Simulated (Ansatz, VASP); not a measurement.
Two plane-wave programs on Zn

```
Zn
1.0
     2.60507    0.00000    0.00000
    -1.30254    2.25606    0.00000
     0.00000    0.00000    4.92198
Zn
2
Direct
  0.33333 0.66667 0.25000
  0.66667 0.33333 0.75000
```

Alike in both runs: functional r2SCAN; k mesh 24 × 24 × 12; occupations gaussian, width 0.1 eV; no spin polarisation.

Ansatz relaxed the structure, and its values are those at the end. VASP's run is a single point on that final structure, the one shown.

|  | VASP | Ansatz |
| --- | --- | --- |
| version | VASP 6.6.1 | Ansatz 0.2.0 |
| potentials or method | VASP PAW PBE potentials, release 64 (Zn), cutoff 520 eV | scalar-relativistic, plane waves, PAW |
| valence electrons in the cell | 24 | 24 |

|  | VASP | Ansatz | Ansatz less VASP |
| --- | --- | --- | --- |
| gap on the k mesh at the Fermi level (eV) | none | none | - |
| pressure (GPa) | 0.5 | 0.0 | -0.46 |

VASP's potentials were made for PBE, not for r2SCAN. A gap of «none» marks a metal or a gap that the smearing closes. The functional is the same, so the differences come from potentials, cutoffs and numerics.
